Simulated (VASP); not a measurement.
# AlNi2 (P-3m1) in VASP: notebook, part 2 of 2

VASP 6.6.1.

## (3) Single point, r2SCAN

POSCAR reads:

```
AlNi2
1.0
    3.9740030242      0.0000000000      0.0000000000
   -1.9870015121      3.4415875737      0.0000000000
    0.0000000000      0.0000000000      4.9042588200
Al Ni
2 4
Direct
    0.3333333333      0.6666666667      0.1898740600
    0.6666666667      0.3333333333      0.8101259400
    0.3333333333      0.6666666667      0.6851100400
    0.6666666667      0.3333333333      0.3148899600
    0.0000000000      0.0000000000      0.5000000000
    0.0000000000      0.0000000000      0.0000000000
```

INCAR.step1 reads:

```
SYSTEM = AlNi2
ALGO = Normal ; EDIFF = 1E-4
ENCUT = 520 ; GGA = PE
ISMEAR = 0 ; LASPH = .True.
LCHARG = .False. ; LREAL = .False.
LWAVE = .True. ; NBANDS = 32
NELM = 100 ; PREC = Accurate
SIGMA = 0.05
```

INCAR.step2 reads:

```
SYSTEM = AlNi2
ALGO = Normal ; EDIFF = 1E-6
ENCUT = 520 ; ISIF = 2
ISMEAR = 0 ; ISTART = 1
LASPH = .True. ; LCHARG = .False.
LMIXTAU = .True. ; LREAL = .False.
LWAVE = .False. ; METAGGA = R2SCAN
NBANDS = 32 ; NELM = 100
PREC = Accurate ; SIGMA = 0.05
```

KPOINTS reads:

```
k-points
0
Gamma
  6 6 4
  0 0 0
```

Potentials or basis: VASP PAW PBE potentials, release 64 (Al, Ni).

The run is started by

```console
cat potpaw_PBE.64/Al/POTCAR potpaw_PBE.64/Ni/POTCAR > POTCAR
cp INCAR.step1 INCAR
mpirun -np 1 vasp_std > vasp.out
cp INCAR.step2 INCAR
mpirun -np 1 vasp_std > vasp.out
```

OUTCAR:

```text
SYSTEM = AlNi2
   EDIFF = 1E-6
   ENCUT = 520
   ISIF = 2
   ISMEAR = 0
   ISTART = 1
   LASPH = .True.
   LREAL = .False.
   METAGGA = R2SCAN
   NELM = 100
   PREC = Accurate

 ion  position               nearest neighbor table
   1  0.333  0.667  0.190-   4 2.37   4 2.37   4 2.37   3 2.43   3 2.48   6 2.48   6 2.48   6 2.48
                             5 2.75   5 2.75   5 2.75   2 2.96   2 2.96   2 2.96
   2  0.667  0.333  0.810-   3 2.37   3 2.37   3 2.37   4 2.43   4 2.48   6 2.48   6 2.48   6 2.48
                             5 2.75   5 2.75   5 2.75   1 2.96   1 2.96   1 2.96
   3  0.333  0.667  0.685-   2 2.37   2 2.37   2 2.37   1 2.43   5 2.47   5 2.47   5 2.47   1 2.48
                             6 2.77   6 2.77   6 2.77   4 2.93   4 2.93   4 2.93
   4  0.667  0.333  0.315-   1 2.37   1 2.37   1 2.37   2 2.43   5 2.47   5 2.47   5 2.47   2 2.48
                             6 2.77   6 2.77   6 2.77   3 2.93   3 2.93   3 2.93
   5  0.000  0.000  0.500-   6 2.45   6 2.45   3 2.47   4 2.47   4 2.47   3 2.47   4 2.47   3 2.47
                             1 2.75   2 2.75   1 2.75   2 2.75   2 2.75   1 2.75
   6  0.000  0.000  0.000-   5 2.45   5 2.45   1 2.48   2 2.48   2 2.48   1 2.48   2 2.48   1 2.48
                             3 2.77   4 2.77   4 2.77   3 2.77   3 2.77   4 2.77

  LATTYP: Found a hexagonal cell.
 ALAT       =     3.9740030242
 C/A-ratio  =     1.2340853266

  Lattice vectors:

 A1 = (   3.9740030242,   0.0000000000,   0.0000000000)
 A2 = (  -1.9870015121,   3.4415875737,   0.0000000000)
 A3 = (   0.0000000000,   0.0000000000,   4.9042588200)

Analysis of symmetry for initial positions (statically):
=====================================================================
 Subroutine PRICEL returns:
 Original cell was already a primitive cell.

 Routine SETGRP: Setting up the symmetry group for a
 hexagonal supercell.

 Subroutine GETGRP returns: Found 12 space group operations
 (whereof 12 operations were pure point group operations)
 out of a pool of 24 trial point group operations.

The static configuration has the point symmetry D_3d.

Analysis of symmetry for dynamics (positions and initial velocities):
=====================================================================
 Subroutine PRICEL returns:
 Original cell was already a primitive cell.

 Routine SETGRP: Setting up the symmetry group for a
 hexagonal supercell.

 Subroutine GETGRP returns: Found 12 space group operations
 (whereof 12 operations were pure point group operations)
 out of a pool of 24 trial point group operations.

The dynamic configuration has the point symmetry D_3d.

 Subroutine INISYM returns: Found 12 space group operations
 (whereof 12 operations are pure point group operations),
 and found     1 'primitive' translations

----------------------------------------------------------------------------------------

                                     Primitive cell

  volume of cell :      67.0750

  direct lattice vectors                    reciprocal lattice vectors
     3.974003024  0.000000000  0.000000000     0.251635440  0.145281789  0.000000000
    -1.987001512  3.441587574  0.000000000     0.000000000  0.290563578  0.000000000
     0.000000000  0.000000000  4.904258820     0.000000000  0.000000000  0.203904410

  length of vectors
     3.974003024  3.974003024  4.904258820     0.290563578  0.290563578  0.203904410

  position of ions in fractional coordinates (direct lattice)
     0.333333333  0.666666667  0.189874060
     0.666666667  0.333333333  0.810125940
     0.333333333  0.666666667  0.685110040
     0.666666667  0.333333333  0.314889960
     0.000000000  0.000000000  0.500000000
[... 40 lines left out ...]
  0.166667  0.000000  0.000000      6.000000
  0.333333  0.000000  0.000000      6.000000
  0.500000  0.000000  0.000000      3.000000
  0.166667  0.166667  0.000000      6.000000
  0.333333  0.166667  0.000000     12.000000
[... 16 lines left out ...]
  0.333333  0.166667  0.500000     12.000000
  0.333333  0.333333  0.500000      2.000000
   k-points           NKPTS =     24   k-points in BZ     NKDIM =     24   number of bands    NBANDS=     32
   number of dos      NEDOS =    301   number of ions     NIONS =      6
   total plane-waves  NPLWV =  32400
   dimension x,y,z NGX =    30 NGY =   30 NGZ =   36
   dimension x,y,z NGXF=    60 NGYF=   60 NGZF=   72
   ions per type =               2   4
   NGX,Y,Z   is equivalent  to a cutoff of  12.55, 12.55, 12.20 a.u.
   NGXF,Y,Z  is equivalent  to a cutoff of  25.10, 25.10, 24.41 a.u.
 SYSTEM =  AlNi2
   PREC   = accura    normal or accurate (medium, high low for compatibility)
   ISTART =      1    job   : 0-new  1-cont  2-samecut
   ICHARG =      0    charge: 1-file 2-atom 10-const
   ISPIN  =      1    spin polarized calculation?
   LNONCOLLINEAR =      F non collinear calculations
   LSORBIT =      F    spin-orbit coupling
   LASPH  =      T    aspherical Exc in radial PAW
   ENCUT  =  520.0 eV  38.22 Ry    6.18 a.u.   7.39  7.39  9.12*2*pi/ulx,y,z
   NELM   =    100;   NELMIN=  2; NELMDL=  0     # of ELM steps
   EDIFF  = 0.1E-05   stopping-criterion for ELM
   LREAL  =      F    real-space projection
[... 7 lines left out ...]
   TEBEG  =    0.0;   TEEND  =   0.0 temperature during run
   PSTRESS=    0.0 pullay stress
   NELECT =      46.0000    total number of electrons
   NUPDOWN=      -1.0000    fix difference up-down
   EMIN   =  10.00;   EMAX   =-10.00  energy-range for DOS
   EFERMI =   0.00;   METHOD = LEGACY
   ISMEAR =     0;   SIGMA  =   0.05  broadening in eV -4-tet -1-fermi 0-gaus
   EFERMI_NEDOS =   21; number of points for ismear=-14 and -15
   IALGO  =     38    algorithm
   IMIX   =      4    mixing-type and parameters
     AMIX     =   0.40;   BMIX     =  1.00
     AMIX_MAG =   1.60;   BMIX_MAG =  1.00
  volume/ion in A,a.u.               =      11.18        75.44
  Fermi-wavevector in a.u.,A,eV,Ry     =   1.443690  2.728179 28.357821  2.084241
  Thomas-Fermi vector in A             =   2.562069
   LORBIT       =      0    0 simple, 1 ext, 2 COOP (PROOUT), +10 PAW based schemes
   METAGGA = R2SCAN    functional components
   LHFCALC =     F    Hartree Fock is set to
   AEXX    =    0.0000 exact exchange contribution
   IVDW    =     0    specifies the selected vdW correction
   LEPSILON=     F    determine dielectric tensor
   LRPA    =     F    only Hartree local field effects (RPA)
 non-spin polarized calculation
 Gauss-broadening in eV      SIGMA  =   0.05
  energy-cutoff  :      520.00
  volume of cell :       67.07
 maximum number of plane-waves:      1825
 NGX is ok and might be reduce to    30
   NGX = 15   NGY = 15   NGZ = 19

 number of electron      46.0000031 magnetization

 Free energy of the ion-electron system (eV)
  ---------------------------------------------------
  ext. energy  EPLUGINS =         0.00000000
  ---------------------------------------------------
  free energy    TOTEN  =       -64.24845751 eV

  energy without entropy =      -64.24508173  energy(sigma->0) =      -64.24676962

 E-fermi :   9.8837     XC(G=0): -13.6508

 val. band max:        9.8606626923   @ k =   0.3333   0.0000   0.2500
 cond. band min:       9.9717550152   @ k =   0.5000   0.0000   0.2500
 fundamental gap:      0.1110923229
 Fermi energy:         9.8836866603

 k-point     1 :       0.0000    0.0000    0.0000
  band No.  band energies     occupation
      1      -1.2031      2.00000
      2       4.4314      2.00000
      3       4.5614      2.00000
      4       5.9144      2.00000
      5       5.9144      2.00000
      6       6.4511      2.00000
[... 829 lines left out ...]
     31      18.7020      0.00000
     32      19.3856      0.00000

------------------------ aborting loop because EDIFF is reached ----------------------------------------

  FORCE on cell =-STRESS in cart. coord.  units (eV):
  Direction    XX          YY          ZZ          XY          YZ          ZX
  --------------------------------------------------------------------------------------
  -------------------------------------------------------------------------------------
  Total        0.2344816      0.2344816      0.4057179     -0.0000000      0.0000000      0.0000000
  in kB        5.6009136      5.6009136      9.6911289     -0.0000000      0.0000000      0.0000000
  external PRESSURE =       6.9643187 kB  Pullay stress =       0.0000000 kB

 VOLUME and BASIS-vectors are now :
 -----------------------------------------------------------------------------
  energy-cutoff  :      520.00
  volume of cell :       67.07
      direct lattice vectors                 reciprocal lattice vectors
     3.974003024  0.000000000  0.000000000     0.251635440  0.145281789  0.000000000
    -1.987001512  3.441587574  0.000000000     0.000000000  0.290563578  0.000000000
     0.000000000  0.000000000  4.904258820     0.000000000  0.000000000  0.203904410

 POSITION                                       TOTAL-FORCE (eV/Angst)
 -----------------------------------------------------------------------------------
     -0.00000      2.29439      0.93119        -0.000000      0.000000     -0.004708
      1.98700      1.14720      3.97307        -0.000000     -0.000000      0.004708
     -0.00000      2.29439      3.35996         0.000000     -0.000000     -0.018256
      1.98700      1.14720      1.54430         0.000000      0.000000      0.018256
      0.00000      0.00000      2.45213         0.000000      0.000000      0.000000
      0.00000      0.00000      0.00000         0.000000      0.000000      0.000000
 -----------------------------------------------------------------------------------
    total drift:                                0.000000     -0.000000      0.000000

  FREE ENERGIE OF THE ION-ELECTRON SYSTEM (eV)
  ---------------------------------------------------
  free  energy   TOTEN  =       -64.2484575093 eV

  energy  without entropy=      -64.2450817284  energy(sigma->0) =      -64.24676962
```

It took 6.9 min on 1 thread of Intel Xeon 8259CL, shared host; peak memory 0.2 GiB.

What came out:

```yaml
Free_energy: -64.2485 eV
Pressure: 0.7 GPa
Largest_force: 0.018 eV/Å
Band_gap_on_the_k_mesh: zero (bands 23 and 24 overlap by 4.36 eV)
```

Forces on the atoms (eV/Å):
```
Al   0.000  0.000 -0.005
Al   0.000  0.000  0.005
Ni   0.000  0.000 -0.018
Ni   0.000  0.000  0.018
Ni   0.000  0.000  0.000
Ni   0.000  0.000  0.000
```

Levels at points of the mesh, in eV from the Fermi level:
| k point | band 21 | band 22 | band 23 | band 24 | band 25 | band 26 |
| --- | --- | --- | --- | --- | --- | --- |
| (0.00, 0.00, 0.00) | -0.49 | -0.49 | 0.78 | 3.29 | 3.29 | 4.02 |
| (0.50, 0.00, 0.00) | -0.70 | -0.63 | -0.51 | -0.26 | 1.09 | 1.90 |
| (0.00, 0.00, 0.50) | -0.69 | -0.69 | 4.10 | 4.21 | 4.21 | 4.48 |
| (0.50, 0.00, 0.50) | -0.77 | -0.66 | -0.33 | -0.20 | 1.80 | 1.90 |

Caveat: the PAW data sets were made with another functional, which shifts forces and pressure a little.

## (4) Single point, r2SCAN

POSCAR is that of step 3.

INCAR.step1 reads:

```
  PREC = Accurate
  ENCUT = 520
  ISMEAR = 0
  SIGMA = 0.1
  LREAL = F
  LASPH = T
  NELM = 60
  NBANDS = 32
  GGA = PE
  ALGO = Normal
  EDIFF = 1E-4
  LWAVE = T
  LCHARG = F
```

INCAR.step2 reads:

```
  PREC = Accurate
  ENCUT = 520
  EDIFF = 1E-6
  ISMEAR = 0
  SIGMA = 0.1
  LREAL = F
  LASPH = T
  NELM = 60
  ALGO = Normal
  ISIF = 2
  LWAVE = F
  LCHARG = T
  METAGGA = R2SCAN
  LMIXTAU = T
  LELF = T
  LVHAR = T
  NBANDS = 32
  ISTART = 1
```

KPOINTS reads:

```
Automatic mesh
0
Gamma
  6 6 4
```

The run is started by

```console
cat potpaw_PBE.64/Al/POTCAR potpaw_PBE.64/Ni/POTCAR > POTCAR
cp INCAR.step1 INCAR
mpirun -np 1 vasp_std > vasp.out
cp INCAR.step2 INCAR
mpirun -np 1 vasp_std > vasp.out
```

It took 6.3 min on 1 thread of Intel Xeon 8259CL, shared host; peak memory 0.2 GiB.

The run converged. Its results:

* Free energy: -64.2536 eV
* Pressure: 0.7 GPa
* Largest force: 0.015 eV/Å
* Band gap on the k mesh: zero (bands 23 and 24 overlap by 4.36 eV)

Forces on the atoms (eV/Å):
```
Al   0.000  0.000 -0.003
Al   0.000  0.000  0.003
Ni   0.000  0.000 -0.015
Ni   0.000  0.000  0.015
Ni   0.000  0.000  0.000
Ni   0.000  0.000  0.000
```

Stress tensor (GPa, compression positive):
```
0.63 0.00 0.00
0.00 0.63 0.00
0.00 0.00 0.91
```

Levels at points of the mesh, in eV from the Fermi level:
```
           k point  band 20  band 21  band 22  band 23  band 24  band 25  band 26  band 27
(0.00, 0.00, 0.00)    -0.71    -0.52    -0.52     0.74     3.26     3.26     3.99     3.99
(0.50, 0.00, 0.00)    -0.80    -0.73    -0.66    -0.54    -0.29     1.06     1.87     3.62
(0.00, 0.00, 0.50)    -0.74    -0.72    -0.72     4.07     4.18     4.18     4.45     4.45
(0.50, 0.00, 0.50)    -0.95    -0.80    -0.70    -0.36    -0.23     1.77     1.87     3.60
```

Caveat: the PAW data sets were made with another functional, which shifts forces and pressure a little. Spin polarisation is off, so any magnetic state and its effect on volume and gap are missing.

## (5) Single point, r2SCAN

POSCAR is that of step 4.

INCAR.step1 reads:

```
ALGO = Normal ; EDIFF = 1E-4
ENCUT = 520 ; GGA = PE
ISMEAR = 0 ; LASPH = True
LCHARG = False ; LREAL = False
LWAVE = True ; NBANDS = 32
NELM = 60 ; PREC = Accurate
SIGMA = 0.2
```

INCAR.step2 reads:

```
ALGO = Normal ; EDIFF = 1E-6
ENCUT = 520 ; ISIF = 2
ISMEAR = 0 ; ISTART = 1
LASPH = True ; LCHARG = False
LMIXTAU = True ; LREAL = False
LWAVE = False ; METAGGA = R2SCAN
NBANDS = 32 ; NELM = 60
PREC = Accurate ; SIGMA = 0.2
```

KPOINTS reads:

```
k-points
0
Gamma
  6 6 4
```

The run is started by

```console
cat potpaw_PBE.64/Al/POTCAR potpaw_PBE.64/Ni/POTCAR > POTCAR
cp INCAR.step1 INCAR
mpirun -np 1 vasp_std > vasp.out
cp INCAR.step2 INCAR
mpirun -np 1 vasp_std > vasp.out
```

It took 6.3 min on 1 thread of Intel Xeon 8259CL, shared host; peak memory 0.2 GiB.

Results (log left out):

| Property | Result |
| --- | --- |
| Free energy | -64.2798 eV |
| Pressure | 0.8 GPa |
| Largest force | 0.018 eV/Å |
| Band gap on the k mesh | zero (bands 23 and 24 overlap by 4.37 eV) |

Forces on the atoms (eV/Å):
```
Al   0.000  0.000 -0.006
Al   0.000  0.000  0.006
Ni   0.000  0.000 -0.018
Ni   0.000  0.000  0.018
Ni   0.000  0.000  0.000
Ni   0.000  0.000  0.000
```

Stress tensor (GPa, compression positive):
```
0.84 0.00 0.00
0.00 0.84 0.00
0.00 0.00 0.74
```

Levels at points of the mesh, in eV from the Fermi level:
```csv
k point,band 19,band 20,band 21,band 22,band 23,band 24,band 25,band 26,band 27,band 28
"(0.00, 0.00, 0.00)",-0.74,-0.74,-0.55,-0.55,0.71,3.24,3.24,3.97,3.97,5.36
"(0.50, 0.00, 0.00)",-1.08,-0.82,-0.76,-0.69,-0.57,-0.32,1.04,1.84,3.60,4.11
"(0.00, 0.00, 0.50)",-0.77,-0.77,-0.75,-0.75,4.05,4.15,4.15,4.43,4.43,5.37
"(0.50, 0.00, 0.50)",-1.27,-0.98,-0.82,-0.73,-0.38,-0.26,1.75,1.84,3.57,5.08
```

Caveat: the PAW data sets were made with another functional, which shifts forces and pressure a little. Spin polarisation is off, so any magnetic state and its effect on volume and gap are missing.

## (6) Single point, r2SCAN

POSCAR is that of step 5.

INCAR.step1 reads:

```
PREC = Accurate
ENCUT = 520
ISMEAR = 0
SIGMA = 0.4
LREAL = False
LASPH = True
NELM = 100
NBANDS = 32
GGA = PE
ALGO = Normal
EDIFF = 1E-4
LWAVE = True
LCHARG = False
```

INCAR.step2 reads:

```
PREC = Accurate
ENCUT = 520
EDIFF = 1E-6
ISMEAR = 0
SIGMA = 0.4
LREAL = False
LASPH = True
NELM = 100
ALGO = Normal
ISIF = 2
LWAVE = False
LCHARG = False
METAGGA = R2SCAN
LMIXTAU = True
NBANDS = 32
ISTART = 1
```

KPOINTS reads:

```
Automatic mesh
0
Gamma
  6 6 4
```

Potentials or basis: VASP PAW PBE potentials, release 64 (Al, Ni).

The run is started by

```console
cat potpaw_PBE.64/Al/POTCAR potpaw_PBE.64/Ni/POTCAR > POTCAR
cp INCAR.step1 INCAR
mpirun -np 1 vasp_std > vasp.out
cp INCAR.step2 INCAR
mpirun -np 1 vasp_std > vasp.out
```

It took 6.9 min on 1 thread of Intel Xeon 8259CL, shared host; peak memory 0.2 GiB.

Results (log left out):

```yaml
Free_energy: -64.3868 eV
Pressure: 1.1 GPa
Largest_force: 0.039 eV/Å
Band_gap_on_the_k_mesh: zero (bands 23 and 24 overlap by 4.39 eV)
```

Forces on the atoms (eV/Å):
```
Al   0.000  0.000 -0.011
Al   0.000  0.000  0.011
Ni   0.000  0.000 -0.039
Ni   0.000  0.000  0.039
Ni   0.000  0.000  0.000
Ni   0.000  0.000  0.000
```

Stress tensor (GPa, compression positive):
```
1.26 0.00 0.00
0.00 1.26 0.00
0.00 0.00 0.67
```

Levels at points of the mesh, in eV from the Fermi level:
```
           k point  band 19  band 20  band 21  band 22  band 23  band 24  band 25  band 26  band 27  band 28
(0.00, 0.00, 0.00)    -0.79    -0.79    -0.59    -0.59     0.66     3.21     3.21     3.93     3.93     5.33
(0.50, 0.00, 0.00)    -1.13    -0.86    -0.81    -0.73    -0.61    -0.37     1.00     1.81     3.56     4.07
(0.00, 0.00, 0.50)    -0.82    -0.82    -0.79    -0.79     4.02     4.12     4.12     4.40     4.40     5.34
(0.50, 0.00, 0.50)    -1.32    -1.03    -0.87    -0.77    -0.43    -0.30     1.71     1.81     3.54     5.04
```

Caveat: so wide a smearing shifts energies and pressures; the PAW data sets were made with another functional, which shifts forces and pressure a little. Spin polarisation is off, so any magnetic state and its effect on volume and gap are missing.

## (7) Summary

| smearing | gap on the mesh (eV) | pressure (GPa) | largest force (eV/Å) |
| --- | --- | --- | --- |
| gaussian 0.01 eV | none | 0.7 | 0.02 |
| gaussian 0.05 eV | none | 0.7 | 0.02 |
| gaussian 0.1 eV | none | 0.7 | 0.01 |
| gaussian 0.2 eV | none | 0.8 | 0.02 |
| gaussian 0.4 eV | none | 1.1 | 0.04 |

Alike in all rows: task single point; level r2SCAN; potentials or basis VASP PAW PBE potentials, release 64 (Al, Ni); no spin polarisation; cell as given; k mesh 6 × 6 × 4; cutoff (eV) 520.

Caveats: the PAW data sets were made with another functional, which shifts forces and pressure a little; so wide a smearing shifts energies and pressures (at least some runs).

Total energies depend on the potentials used, so only differences within one code and one set of settings carry meaning.

The gap in the log of VASP goes by the Fermi energy; the results here count the filled bands.